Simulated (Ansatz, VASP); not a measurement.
## Two plane-wave programs on Nb3Si2O

```
Nb Si O
1.0
     3.01002    0.00000    0.00000
    -1.50501    2.60675    0.00000
     0.00000    0.00000   12.09611
Nb Si O
3 2 1
Direct
  0.00000 0.00000 0.50000
  0.00000 0.00000 0.15760
  0.00000 0.00000 0.84240
  0.33333 0.66667 0.33356
  0.33333 0.66667 0.66644
  0.00000 0.00000 0.00000
```

Alike in both runs: functional PBE; k mesh 12 × 12 × 4; occupations gaussian, width 0.1 eV; no spin polarisation.

Ansatz relaxed the structure, and its values are those at the end. VASP's run is a single point on that final structure, the one shown.

```csv
,VASP,Ansatz
version,VASP 6.6.1,Ansatz 0.2.0
potentials or method,"VASP PAW PBE potentials, release 64 (Nb_sv, Si, O), cutoff 520 eV","scalar-relativistic, plane waves, PAW"
valence electrons in the cell,53,53
```

```csv
,VASP,Ansatz,Ansatz less VASP
gap on the k mesh at the Fermi level (eV),none,none,-
pressure (GPa),-0.3,0.0,+0.28
rms of the force components (eV/Å),0.005,0.000,-0.0051
```

A gap of «none» marks a metal or a gap that the smearing closes.
